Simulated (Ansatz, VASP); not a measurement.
# One calculation of TeF, two programs

```
CELL_PARAMETERS angstrom
0.00000 3.49574 3.52344
2.15428 0.00000 3.52344
2.15428 3.49574 0.00000
ATOMIC_POSITIONS crystal
Te 0.00000 0.00000 0.00000
F 0.50000 0.50000 0.50000
```

Change from the starting cell: species swapped into the TlF type (Fmmm, No. 69).

Alike in both runs: functional PBE; k mesh 6 × 6 × 6; occupations gaussian, width 0.1 eV; no spin polarisation.

Ansatz relaxed the structure, and its values are those at the end. VASP's run is a single point on that final structure, the one shown.

|  | VASP | Ansatz |
| --- | --- | --- |
| version | VASP 6.6.1 | Ansatz 0.2.0 |
| potentials or method | VASP PAW PBE potentials, release 64 (Te, F), cutoff 520 eV | scalar-relativistic, plane waves, PAW |
| valence electrons in the cell | 13 | 23 |

```csv
,VASP,Ansatz,Ansatz less VASP
gap on the k mesh at the Fermi level (eV),none,none,-
pressure (GPa),-0.2,0.2,+0.37
```

A gap of «none» marks a metal or a gap that the smearing closes. VASP's potentials hold 13 valence electrons a cell and Ansatz's 23, so a difference there can come from the potentials and not from the codes.

Spin-orbit coupling is off throughout.
